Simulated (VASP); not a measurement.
A run of VASP 6.6.1 is set up as follows.

Contents of INCAR:

```
ALGO = Normal ; EDIFF = 1E-6
EDIFFG = -0.01 ; ENCUT = 600
GGA = PE ; IBRION = 2
ISIF = 3 ; ISMEAR = 0
LASPH = True ; LCHARG = False
LREAL = False ; LWAVE = False
NELM = 100 ; NSW = 100
PREC = Accurate ; SIGMA = 0.1
```

The input KPOINTS:

```
k-points
0
Gamma
  14 14 10
```

File POSCAR:

```
SiBBr
1.0
    3.4267870095      0.0000000000      0.0000000000
    0.0000000000      3.4267870095      0.0000000000
    0.0000000000      0.0000000000      5.4104989840
Si B Br
1 1 1
Direct
    0.0000000000      0.0000000000      0.5000000000
    0.5000000000      0.5000000000      0.0000000000
    0.0000000000      0.0000000000      0.0000000000
```

Potentials or basis: VASP PAW PBE potentials, release 64 (Si, B, Br).

Run with:

```console
$ cat potpaw_PBE.64/Si/POTCAR potpaw_PBE.64/B/POTCAR potpaw_PBE.64/Br/POTCAR > POTCAR
$ mpirun -np 1 vasp_std > vasp.out
```

**Question.** What does it give for the relaxed cell?

**Answer.** a = 3.427 Å, b = 3.427 Å, c = 5.408 Å, α = 90.00°, β = 90.00°, γ = 90.00°.

**Question.** Estimate the space group after relaxing (to 0.05 Å).

**Answer.** P4/mmm (No. 123).

Final structure:
```
CELL_PARAMETERS angstrom
3.42657 0.00000 0.00000
0.00000 3.42657 0.00000
0.00000 0.00000 5.40773
ATOMIC_POSITIONS crystal
Si 0.00000 0.00000 0.50000
B 0.50000 0.50000 0.00000
Br 0.00000 0.00000 0.00000
```
